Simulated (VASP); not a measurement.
Set up this calculation in VASP 6.6.1, as the native input.

```yaml
Task: single point
Functional: PBEsol
Potentials_or_basis: VASP PAW PBE potentials, release 64 (Zn, S)
Cutoff: 520 eV
k_mesh: 6 × 6 × 6
Occupations: fermi-dirac, width 0.2 eV
Spin: no spin polarisation
Dipole_correction: no
Further_INCAR_settings: ALGO = Normal; EDIFF = 1e-06; NBANDS = 36
```

The structure of ZnS lies in POSCAR:

```
ZnS
1.0
    1.9030710000      1.0987390000      9.3519480000
   -1.9030710000      1.0987390000      9.3519480000
    0.0000000000     -2.1974770000      9.3519480000
Zn S
3 3
Direct
    0.9999710000      0.9999710000      0.9999710000
    0.2222690000      0.2222690000      0.2222690000
    0.4446130000      0.4446130000      0.4446130000
    0.0832670000      0.0832670000      0.0832670000
    0.5278420000      0.5278420000      0.5278420000
    0.3053630000      0.3053630000      0.3053630000
```

These files were run (other wordings do the same):

INCAR

```
ALGO     = Normal         # electronic algorithm
EDIFF    = 1E-6           # SCF threshold, eV
ENCUT    = 520            # plane-wave cutoff, eV
GGA      = PS             # functional
ISIF     = 2              # what is computed and relaxed
ISMEAR   = -1             # smearing method
LASPH    = True           # aspherical terms in the spheres
LCHARG   = False          # write CHGCAR
LREAL    = False          # projectors in reciprocal space
LWAVE    = False          # write WAVECAR
NBANDS   = 36             # bands
NELM     = 100            # most SCF steps
PREC     = Accurate       # precision mode
SIGMA    = 0.2            # smearing width, eV
```

KPOINTS

```
k-points
0
Gamma
  6 6 6
```

Potentials or basis: VASP PAW PBE potentials, release 64 (Zn, S).

Launch:

```sh
$ cat potpaw_PBE.64/Zn/POTCAR potpaw_PBE.64/S/POTCAR > POTCAR
$ mpirun -np 1 vasp_std > vasp.out
```

Results of the run:

```yaml
Pressure: -1.1 GPa
Largest_force: 0.011 eV/Å
Band_gap_on_the_k_mesh: 2.06 eV
```

Caveat: the PAW data sets were made with another functional, which shifts forces and pressure a little.

Run time: 16 min on 1 thread of Intel Xeon 8259CL, with other jobs on the host, peak memory 0.71 GiB.
